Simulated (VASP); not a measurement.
# Y (Fd-3m) in VASP: further runs

Runs on Y. Level: PBEsol. Tasks: single point.

Program: VASP 6.6.1. These are calculated values, not measurements. Logs are shortened: lines on timing, memory, paths and dates and some standing lists are left out, and cuts for length are marked.

**1. The cell of the first run**

It takes space group Fd-3m (No. 227, cubic). Conventional cell: a = 6.283 Å, b = 6.283 Å, c = 6.283 Å, α = 90.00°, β = 90.00°, γ = 90.00°. Within 3.6 Å of Y (site symmetry -43m) lie 4 Y at 2.72 Å.

This isn't the form of Y at room conditions, which is hcp.

**2. Single point, PBEsol (31.01 Å³/atom)**

INCAR reads:

```
ALGO = Normal
EDIFF = 1E-6
ENCUT = 520
GGA = PS
ISIF = 2
ISMEAR = -1
LASPH = T
LCHARG = F
LREAL = F
LWAVE = F
NBANDS = 18
NELM = 100
PREC = Accurate
SIGMA = 0.08
```

KPOINTS reads:

```
k-points
0
Gamma
  10 10 10
```

POSCAR reads:

```
Y
1.0
    0.0000000000      3.1416281190      3.1416281190
    3.1416281190      0.0000000000      3.1416281190
    3.1416281190      3.1416281190      0.0000000000
Y
2
Direct
   -0.1250000000     -0.1250000000     -0.1250000000
    0.1250000000      0.1250000000      0.1250000000
```

Potentials or basis: VASP PAW PBE potentials, release 64 (Y_sv).

Run with:

```bash
$ cat potpaw_PBE.64/Y_sv/POTCAR > POTCAR
$ mpirun -np 1 vasp_std > vasp.out
```

OUTCAR:

```text
EDIFF = 1E-6
   ENCUT = 520
   GGA = PS
   ISIF = 2
   ISMEAR = -1
   LASPH = T
   LREAL = F
   NELM = 100
   PREC = Accurate

 ion  position               nearest neighbor table
   1  0.875  0.875  0.875-   2 2.72   2 2.72   2 2.72   2 2.72
   2  0.125  0.125  0.125-   1 2.72   1 2.72   1 2.72   1 2.72

  LATTYP: Found a face centered cubic cell.
 ALAT       =     6.2832562380

  Lattice vectors:

 A1 = (   0.0000000000,   3.1416281190,   3.1416281190)
 A2 = (   3.1416281190,   0.0000000000,   3.1416281190)
 A3 = (   3.1416281190,   3.1416281190,   0.0000000000)

Analysis of symmetry for initial positions (statically):
=====================================================================
 Subroutine PRICEL returns:
 Original cell was already a primitive cell.

 Routine SETGRP: Setting up the symmetry group for a
 face centered cubic supercell.

 Subroutine GETGRP returns: Found 48 space group operations
 (whereof 12 operations were pure point group operations)
 out of a pool of 48 trial point group operations.

The static configuration has the point symmetry D_3d.
 The point group associated with its full space group is O_h .

Analysis of symmetry for dynamics (positions and initial velocities):
=====================================================================
 Subroutine PRICEL returns:
 Original cell was already a primitive cell.

 Routine SETGRP: Setting up the symmetry group for a
 face centered cubic supercell.

 Subroutine GETGRP returns: Found 48 space group operations
 (whereof 12 operations were pure point group operations)
 out of a pool of 48 trial point group operations.

The dynamic configuration has the point symmetry D_3d.
 The point group associated with its full space group is O_h .

 Subroutine INISYM returns: Found 48 space group operations
 (whereof 12 operations are pure point group operations),
 and found     1 'primitive' translations

----------------------------------------------------------------------------------------

                                     Primitive cell

  volume of cell :      62.0147

  direct lattice vectors                    reciprocal lattice vectors
     0.000000000  3.141628119  3.141628119    -0.159153146  0.159153146  0.159153146
     3.141628119  0.000000000  3.141628119     0.159153146 -0.159153146  0.159153146
     3.141628119  3.141628119  0.000000000     0.159153146  0.159153146 -0.159153146

  length of vectors
     4.442933094  4.442933094  4.442933094     0.275661336  0.275661336  0.275661336

  position of ions in fractional coordinates (direct lattice)
     0.875000000  0.875000000  0.875000000
     0.125000000  0.125000000  0.125000000

  ion indices of the primitive-cell ions
   primitive index   ion index
                 1           1
                 2           2

----------------------------------------------------------------------------------------

 KPOINTS: k-points

Automatic generation of k-mesh.
 Grid dimensions read from file:
 generate k-points for:   10   10   10

 Generating k-lattice:

  Cartesian coordinates                     Fractional coordinates (reciprocal lattice)
    -0.015915315  0.015915315  0.015915315     0.100000000  0.000000000  0.000000000
     0.015915315 -0.015915315  0.015915315     0.000000000  0.100000000  0.000000000
     0.015915315  0.015915315 -0.015915315     0.000000000  0.000000000  0.100000000

  Length of vectors
     0.027566134  0.027566134  0.027566134

  Shift w.r.t. Gamma in fractional coordinates (k-lattice)
     0.000000000  0.000000000  0.000000000

 Subroutine IBZKPT returns following result:
 ===========================================

 Found     47 irreducible k-points:

 Following reciprocal coordinates:
            Coordinates               Weight
  0.000000  0.000000  0.000000      1.000000
  0.100000  0.000000  0.000000      8.000000
  0.200000  0.000000  0.000000      8.000000
  0.300000  0.000000  0.000000      8.000000
  0.400000  0.000000  0.000000      8.000000
  0.500000  0.000000  0.000000      4.000000
[... 16 lines left out ...]
  0.300000  0.300000  0.000000      6.000000
  0.400000  0.300000  0.000000     24.000000
 [... further k-points ...]
   k-points           NKPTS =     47   k-points in BZ     NKDIM =     47   number of bands    NBANDS=     18
   number of dos      NEDOS =    301   number of ions     NIONS =      2
   total plane-waves  NPLWV =  46656
   dimension x,y,z NGX =    36 NGY =   36 NGZ =   36
   dimension x,y,z NGXF=    72 NGYF=   72 NGZF=   72
   ions per type =               2
   NGX,Y,Z   is equivalent  to a cutoff of  13.47, 13.47, 13.47 a.u.
   NGXF,Y,Z  is equivalent  to a cutoff of  26.94, 26.94, 26.94 a.u.
 SYSTEM =  unknown system
   PREC   = accura    normal or accurate (medium, high low for compatibility)
   ISTART =      0    job   : 0-new  1-cont  2-samecut
   ICHARG =      2    charge: 1-file 2-atom 10-const
   ISPIN  =      1    spin polarized calculation?
   LNONCOLLINEAR =      F non collinear calculations
   LSORBIT =      F    spin-orbit coupling
   LASPH  =      T    aspherical Exc in radial PAW
   ENCUT  =  520.0 eV  38.22 Ry    6.18 a.u.   8.26  8.26  8.26*2*pi/ulx,y,z
   NELM   =    100;   NELMIN=  2; NELMDL= -5     # of ELM steps
   EDIFF  = 0.1E-05   stopping-criterion for ELM
   LREAL  =      F    real-space projection
   EDIFFG = 0.1E-04   stopping-criterion for IOM
   NSW    =      0    number of steps for IOM
   IBRION =     -1    ionic relax: 0-MD 1-quasi-New 2-CG
   NFREE  =      0    steps in history (QN), initial steepest desc. (CG)
   ISIF   =      2    stress and relaxation
   ISYM   =      2    0-nonsym 1-usesym 2-fastsym
   POTIM  = 0.5000    time-step for ionic-motion
   TEBEG  =    0.0;   TEEND  =   0.0 temperature during run
   PSTRESS=    0.0 pullay stress
   NELECT =      22.0000    total number of electrons
   NUPDOWN=      -1.0000    fix difference up-down
   EMIN   =  10.00;   EMAX   =-10.00  energy-range for DOS
   EFERMI =   0.00;   METHOD = LEGACY
   ISMEAR =    -1;   SIGMA  =   0.08  broadening in eV -4-tet -1-fermi 0-gaus
   EFERMI_NEDOS =   21; number of points for ismear=-14 and -15
   IALGO  =     38    algorithm
   IMIX   =      4    mixing-type and parameters
     AMIX     =   0.40;   BMIX     =  1.00
     AMIX_MAG =   1.60;   BMIX_MAG =  1.00
  volume/ion in A,a.u.               =      31.01       209.25
  Fermi-wavevector in a.u.,A,eV,Ry     =   1.158913  2.190029 18.273714  1.343080
  Thomas-Fermi vector in A             =   2.295511
   LORBIT       =      0    0 simple, 1 ext, 2 COOP (PROOUT), +10 PAW based schemes
   GGA     = PS    functional components
   LHFCALC =     F    Hartree Fock is set to
   AEXX    =    0.0000 exact exchange contribution
   IVDW    =     0    specifies the selected vdW correction
   LEPSILON=     F    determine dielectric tensor
   LRPA    =     F    only Hartree local field effects (RPA)
 non-spin polarized calculation
  energy-cutoff  :      520.00
  volume of cell :       62.01
 maximum number of plane-waves:      1695
 NGX is ok and might be reduce to    36
   NGX = 17   NGY = 17   NGZ = 17

 number of electron      22.0000001 magnetization

 Free energy of the ion-electron system (eV)
  ---------------------------------------------------
  ext. energy  EPLUGINS =         0.00000000
  ---------------------------------------------------
  free energy    TOTEN  =        -9.49910986 eV

  energy without entropy =       -9.42512210  energy(sigma->0) =       -9.46211598

 E-fermi :   2.7821     XC(G=0):  -9.5638

 val. band max:        2.7657412144   @ k =   0.4000   0.3000   0.0000
 cond. band min:       2.7895760394   @ k =   0.2000   0.2000   0.0000
 fundamental gap:      0.0238348250
 Fermi energy:         2.7820599950

 k-point     1 :       0.0000    0.0000    0.0000
  band No.  band energies     occupation
      1     -40.2947      2.00000
      2     -39.4157      2.00000
      3     -20.6995      2.00000
      4     -20.6995      2.00000
      5     -20.6995      2.00000
      6     -19.3522      2.00000
[... 10 lines left out ...]
     17       5.6380      0.00000
     18       9.7645      0.00000

 k-point     2 :       0.1000    0.0000    0.0000
  band No.  band energies     occupation
      1     -40.2794      2.00000
      2     -39.4326      2.00000
      3     -20.7180      2.00000
      4     -20.7180      2.00000
      5     -20.7017      2.00000
      6     -19.3496      2.00000
[... 10 lines left out ...]
     17       5.5930      0.00000
     18       9.7064      0.00000

 k-point     3 :       0.2000    0.0000    0.0000
  band No.  band energies     occupation
      1     -40.2362      2.00000
      2     -39.4801      2.00000
      3     -20.7639      2.00000
      4     -20.7639      2.00000
      5     -20.7089      2.00000
      6     -19.3406      2.00000
[... 10 lines left out ...]
     17       5.6079      0.00000
     18       9.5295      0.00000

 k-point     4 :       0.3000    0.0000    0.0000
  band No.  band energies     occupation
      1     -40.1739      2.00000
      2     -39.5475      2.00000
      3     -20.8164      2.00000
      4     -20.8164      2.00000
      5     -20.7208      2.00000
      6     -19.3253      2.00000
[... 375 lines left out ...]
      4     -20.8180      2.00000
      5     -20.5862      2.00000
      6     -19.4548      2.00000
[... 10 lines left out ...]
     17       5.7930      0.00000
     18       8.0383      0.00000

 k-point    23 :       0.3000    0.3000    0.0000
  band No.  band energies     occupation
      1     -40.1205      2.00000
      2     -39.6046      2.00000
      3     -20.9419      2.00000
      4     -20.9419      2.00000
      5     -20.4247      2.00000
      6     -19.6484      2.00000
[... 10 lines left out ...]
     17       6.0806      0.00000
     18       7.4458      0.00000

 k-point    24 :       0.4000    0.3000    0.0000
  band No.  band energies     occupation
      1     -40.0588      2.00000
      2     -39.6697      2.00000
      3     -20.9947      2.00000
      4     -20.9788      2.00000
      5     -20.3448      2.00000
      6     -19.7253      2.00000
[... 10 lines left out ...]
     17       6.4429      0.00000
     18       7.0771      0.00000

 [... further k-points ...]

------------------------ aborting loop because EDIFF is reached ----------------------------------------

  FORCE on cell =-STRESS in cart. coord.  units (eV):
  Direction    XX          YY          ZZ          XY          YZ          ZX
  --------------------------------------------------------------------------------------
  -------------------------------------------------------------------------------------
  Total        1.1822553      1.1822553      1.1822553     -0.0000000      0.0000000      0.0000000
  in kB       30.5441144     30.5441144     30.5441144     -0.0000000      0.0000000      0.0000000
  external PRESSURE =      30.5441144 kB  Pullay stress =       0.0000000 kB

 VOLUME and BASIS-vectors are now :
 -----------------------------------------------------------------------------
  energy-cutoff  :      520.00
  volume of cell :       62.01
      direct lattice vectors                 reciprocal lattice vectors
     0.000000000  3.141628119  3.141628119    -0.159153146  0.159153146  0.159153146
     3.141628119  0.000000000  3.141628119     0.159153146 -0.159153146  0.159153146
     3.141628119  3.141628119  0.000000000     0.159153146  0.159153146 -0.159153146

 POSITION                                       TOTAL-FORCE (eV/Angst)
 -----------------------------------------------------------------------------------
      5.49785      5.49785      5.49785        -0.000000     -0.000000      0.000000
      0.78541      0.78541      0.78541         0.000000      0.000000     -0.000000
 -----------------------------------------------------------------------------------
    total drift:                                0.000000      0.000000      0.000000

  FREE ENERGIE OF THE ION-ELECTRON SYSTEM (eV)
  ---------------------------------------------------
  free  energy   TOTEN  =        -9.4991098621 eV

  energy  without entropy=       -9.4251220961  energy(sigma->0) =       -9.46211598
```

Wall time 46 s (1 thread of Intel Xeon Platinum 8259CL at 2.50GHz (Skylake/Cascade Lake), shared host); peak memory 0.24 GiB.

Results:

* Free energy: -9.4991 eV
* Pressure: 3.1 GPa
* Band gap on the k mesh: zero (bands 11 and 12 overlap by 1.07 eV)

Caveat: the cell stands under pressure; the PAW data sets were made with another functional, which shifts forces and pressure a little.

**3. Single point, PBEsol (34.98 Å³/atom)**

This run uses another cell than the first one, of 34.98 Å³/atom.

INCAR reads:

```
SYSTEM = Y
PREC = Accurate
ENCUT = 520
EDIFF = 1E-6
ISMEAR = -1
SIGMA = 0.08
LREAL = .FALSE.
LASPH = .TRUE.
NELM = 60
ALGO = Normal
ISIF = 2
LWAVE = .FALSE.
LCHARG = .TRUE.
GGA = PS
LELF = .TRUE.
LVHAR = .TRUE.
NBANDS = 18
```

KPOINTS reads:

```
regular mesh
0
G
  10 10 10
  0 0 0
```

POSCAR reads:

```
Y
1.0
    0.0000000000      3.2705249396      3.2705249396
    3.2705249396      0.0000000000      3.2705249396
    3.2705249396      3.2705249396      0.0000000000
Y
2
Direct
   -0.1250000000     -0.1250000000     -0.1250000000
    0.1250000000      0.1250000000      0.1250000000
```

Potentials or basis: VASP PAW PBE potentials, release 64 (Y_sv).

Run with:

```bash
$ cat potpaw_PBE.64/Y_sv/POTCAR > POTCAR
$ mpirun -np 1 vasp_std > vasp.out
```

OUTCAR:

```text
SYSTEM = Y
   PREC = Accurate
   ENCUT = 520
   EDIFF = 1E-6
   ISMEAR = -1
   LREAL = .FALSE.
   LASPH = .TRUE.
   NELM = 60
   ISIF = 2
   GGA = PS

 ion  position               nearest neighbor table
   1  0.875  0.875  0.875-   2 2.83   2 2.83   2 2.83   2 2.83
   2  0.125  0.125  0.125-   1 2.83   1 2.83   1 2.83   1 2.83

  LATTYP: Found a face centered cubic cell.
 ALAT       =     6.5410498792

  Lattice vectors:

 A1 = (   0.0000000000,   3.2705249396,   3.2705249396)
[... 691 lines left out ...]

------------------------ aborting loop because EDIFF is reached ----------------------------------------

  FORCE on cell =-STRESS in cart. coord.  units (eV):
  Direction    XX          YY          ZZ          XY          YZ          ZX
  --------------------------------------------------------------------------------------
  -------------------------------------------------------------------------------------
  Total        0.7133630      0.7133630      0.7133630      0.0000000     -0.0000000     -0.0000000
  in kB       16.3357392     16.3357392     16.3357392      0.0000000     -0.0000000     -0.0000000
  external PRESSURE =      16.3357392 kB  Pullay stress =       0.0000000 kB

 VOLUME and BASIS-vectors are now :
 -----------------------------------------------------------------------------
  energy-cutoff  :      520.00
  volume of cell :       69.97
      direct lattice vectors                 reciprocal lattice vectors
     0.000000000  3.270524940  3.270524940    -0.152880657  0.152880657  0.152880657
     3.270524940  0.000000000  3.270524940     0.152880657 -0.152880657  0.152880657
     3.270524940  3.270524940  0.000000000     0.152880657  0.152880657 -0.152880657

 POSITION                                       TOTAL-FORCE (eV/Angst)
 -----------------------------------------------------------------------------------
      5.72342      5.72342      5.72342         0.000000      0.000000      0.000000
      0.81763      0.81763      0.81763        -0.000000     -0.000000     -0.000000
 -----------------------------------------------------------------------------------
    total drift:                                0.000000      0.000000      0.000000

  FREE ENERGIE OF THE ION-ELECTRON SYSTEM (eV)
  ---------------------------------------------------
  free  energy   TOTEN  =        -9.6134930548 eV

  energy  without entropy=       -9.5262692735  energy(sigma->0) =       -9.56988116
```

OSZICAR:

```text
N       E                     dE             d eps       ncg     rms          rms(c)
DAV:   1     0.946329778111E+02    0.94633E+02   -0.11213E+04  1692   0.114E+03
DAV:   2    -0.217749724064E+01   -0.96810E+02   -0.94997E+02  2098   0.263E+02
DAV:   3    -0.965038722035E+01   -0.74729E+01   -0.72403E+01  3154   0.425E+01
DAV:   4    -0.986849841526E+01   -0.21811E+00   -0.21491E+00  2084   0.729E+00
DAV:   5    -0.987382397348E+01   -0.53256E-02   -0.53096E-02  2276   0.969E-01    0.195E+01
DAV:   6    -0.960837934545E+01    0.26544E+00   -0.57547E-01  1840   0.343E+00    0.113E+01
DAV:   7    -0.961541003602E+01   -0.70307E-02   -0.58825E-01  2702   0.318E+00    0.169E+00
DAV:   8    -0.961365637758E+01    0.17537E-02   -0.80314E-02  2054   0.158E+00    0.531E-01
DAV:   9    -0.961359290532E+01    0.63472E-04   -0.44183E-03  2040   0.425E-01    0.164E-01
DAV:  10    -0.961349564186E+01    0.97263E-04   -0.51351E-04  2302   0.158E-01    0.262E-02
DAV:  11    -0.961349531817E+01    0.32369E-06   -0.88865E-05  2516   0.534E-02    0.209E-02
DAV:  12    -0.961349317600E+01    0.21422E-05   -0.87748E-06  1824   0.238E-02    0.162E-03
DAV:  13    -0.961349305482E+01    0.12118E-06   -0.34343E-07  1002   0.402E-03
   1 F= -.96134931E+01 E0= -.95698812E+01  d E =-.872238E-01
```

stdout:

```text
POSCAR found type information on POSCAR Y
 POSCAR found :  1 types and       2 ions
 scaLAPACK will be used
 -----------------------------------------------------------------------------
|                                                                             |
|                                                                             |
|     You enforced a specific xc type in the INCAR file but a different       |
|     I HOPE YOU KNOW WHAT YOU ARE DOING!                                     |
|                                                                             |
 -----------------------------------------------------------------------------

 LDA part: xc-table for (Slater+PW92), standard interpolation
 POSCAR, INCAR and KPOINTS ok, starting setup
 FFT: planning ... GRIDC
 FFT: planning ... GRID_SOFT
 FFT: planning ... GRID
 WAVECAR not read
 entering main loop
```

It took 48 s on 1 thread of Intel Xeon Platinum 8259CL at 2.50GHz (Skylake/Cascade Lake), shared host; peak memory 0.24 GiB.

Results:

```yaml
Free_energy: -9.6135 eV
Pressure: 1.6 GPa
Band_gap_on_the_k_mesh: zero (bands 11 and 12 overlap by 0.94 eV)
```

Caveat: the PAW data sets were made with another functional, which shifts forces and pressure a little.

**4. Single point, PBEsol (34.98 Å³/atom)**

This run uses another cell than the first one, of 34.98 Å³/atom.

INCAR reads:

```
ALGO     = Normal         # electronic algorithm
EDIFF    = 1E-7           # SCF threshold, eV
ENCUT    = 520            # plane-wave cutoff, eV
GGA      = PS             # functional
ISIF     = 2              # what is computed and relaxed
ISMEAR   = -1             # smearing method
LASPH    = T              # aspherical terms in the spheres
LCHARG   = F              # write CHGCAR
LREAL    = F              # projectors in reciprocal space
LWAVE    = F              # write WAVECAR
NBANDS   = 18             # bands
NELM     = 80             # most SCF steps
PREC     = Accurate       # precision mode
SIGMA    = 0.08           # smearing width, eV
```

KPOINTS reads:

```
k-points
0
Gamma
  10 10 10
```

POSCAR is that of step 3.

Run with:

```bash
$ cat potpaw_PBE.64/Y_sv/POTCAR > POTCAR
$ mpirun -np 1 vasp_std > vasp.out
```

Wall time 49 s (1 thread of Intel Xeon Platinum 8259CL at 2.50GHz (Skylake/Cascade Lake), shared host); peak memory 0.24 GiB.

It converged, with:

| Item | Value |
| --- | --- |
| Free energy | -9.6135 eV |
| Pressure | 1.6 GPa |
| Band gap on the k mesh | zero (bands 11 and 12 overlap by 0.94 eV) |

Levels at points of the mesh, in eV from the Fermi level:
```
           k point  band 9  band 10  band 11  band 12  band 13  band 14
(0.00, 0.00, 0.00)   -3.81    -0.24    -0.24     0.67     0.67     0.67
(0.50, 0.00, 0.00)   -1.43    -0.83    -0.21    -0.21     0.57     0.57
(0.50, 0.50, 0.00)   -1.36    -1.36     0.60     0.60     0.66     0.66
```

Caveat: the PAW data sets were made with another functional, which shifts forces and pressure a little.

[end of part 1 of 2]
